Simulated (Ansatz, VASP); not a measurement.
Two plane-wave programs on Cd

INCAR

```
PREC = Accurate
ENCUT = 520
EDIFF = 1E-6
ISMEAR = -1
SIGMA = 0.1
LREAL = False
LASPH = True
NELM = 80
ALGO = Normal
ISIF = 2
LWAVE = False
LCHARG = True
GGA = RE
LELF = True
LVHAR = True
NBANDS = 32
```

KPOINTS

```
Automatic mesh
0
Gamma
  13 13 4
```

POSCAR

```
Cd
1.0
    3.3554109919      0.0000000000      0.0000000000
   -1.6777054959      2.9058711592      0.0000000000
    0.0000000000      0.0000000000     10.9795906585
Cd
4
Direct
    0.0000000000      1.0000000000      0.0000000000
    0.0000000000      0.0000000000      0.5000000000
    0.3333333333      0.6666666667      0.2500000000
    0.6666666667      0.3333333333      0.7500000000
```

Input for Ansatz:

```yaml
crystal:
  lattice:
    - [3.3554109919, 0.0, 0.0]
    - [-1.6777054959, 2.9058711592, 0.0]
    - [0.0, 0.0, 10.9795906585]
  atoms:
    - { symbol: Cd, position: [0.0, 1.0, 0.0] }
    - { symbol: Cd, position: [0.0, 0.0, 0.5] }
    - { symbol: Cd, position: [0.3333333333, 0.6666666667, 0.25] }
    - { symbol: Cd, position: [0.6666666667, 0.3333333333, 0.75] }
hamiltonian:
  xc: revpbe
  pseudopotentials:
    kind: paw
    azcp:
      Cd: "pseudopotentials/Cd.paw.azcp"
basis:
  ecutwfc: 420
  fft_grid_basis: typed
kpoints:
  mp_grid: { grid: [13, 13, 4], shift: [0, 0, 0] }
magnetization:
  spin_polarized: false
scf:
  occupations: { method: fermi_dirac, width: 0.1 }
  lower_state_search: "off"
output:
  stress: true
  write_density: true
  write_potential: true
  elf: true
  volumetric_format: npy
```

Alike in both runs: task single point; functional revPBE; k mesh 13 × 13 × 4; occupations fermi-dirac, width 0.1 eV; no spin polarisation.

|  | VASP | Ansatz |
| --- | --- | --- |
| version | VASP 6.6.1 | Ansatz 0.2.0 |
| potentials or method | VASP PAW PBE potentials, release 64 (Cd), cutoff 520 eV | plane waves (420 eV) with PAW, scalar-relativistic |
| valence electrons in the cell | 48 | 80 |

|  | VASP | Ansatz | Ansatz less VASP |
| --- | --- | --- | --- |
| pressure (GPa) | -2.5 | -2.6 | -0.11 |
| traceless stress, the component that is largest in VASP (GPa) | -0.10 | -0.10 | -0.001 |

VASP's potentials were made for PBE, not for revPBE. VASP's potentials hold 48 valence electrons a cell and Ansatz's 80, so a difference there can come from the potentials and not from the codes.
